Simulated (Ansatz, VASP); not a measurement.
Si3N4: VASP beside Ansatz

```
Si N
1.0
     7.59500    0.00000    0.00000
    -3.79750    6.57746    0.00000
     0.00000    0.00000    2.96035
Si N
6 8
Cartesian
  5.1772 1.1436 0.9640
  1.5982 5.0554 2.4441
  4.0160 3.9118 0.9640
  -1.3797 5.4339 2.4441
  2.1993 1.5221 0.9640
  -0.2185 2.6657 2.4441
  -1.0123 2.1688 0.9640
  5.2106 0.2078 2.4441
  2.4254 4.6164 0.9640
  4.8098 4.4086 2.4441
  -1.4131 6.3697 0.9640
  1.3721 1.9611 2.4441
  0.0000 4.3850 -0.5162
  3.7975 2.1925 0.9640
```

Change from the starting cell: z stretched by +2 %, ions relaxed.

Alike in both runs: functional PBE; k mesh 4 × 4 × 10; occupations fermi-dirac, width 0.02 eV; no spin polarisation.

Ansatz relaxed the structure, and its values are those at the end. VASP's run is a single point on that final structure, the one shown.

```csv
,VASP,Ansatz
version,VASP 6.6.1,Ansatz 0.2.0
potentials or method,"VASP PAW PBE potentials, release 64 (Si, N)","plane-wave PAW, scalar-relativistic"
plane-wave cutoff (eV),520,420
valence electrons in the cell,64,64
```

|  | VASP | Ansatz | Ansatz less VASP |
| --- | --- | --- | --- |
| gap on the k mesh at the Fermi level (eV) | 3.94 | 3.95 | +0.013 |
| pressure (GPa) | 1.0 | 1.3 | +0.29 |

Ansatz's warnings: stress scf threshold loose.
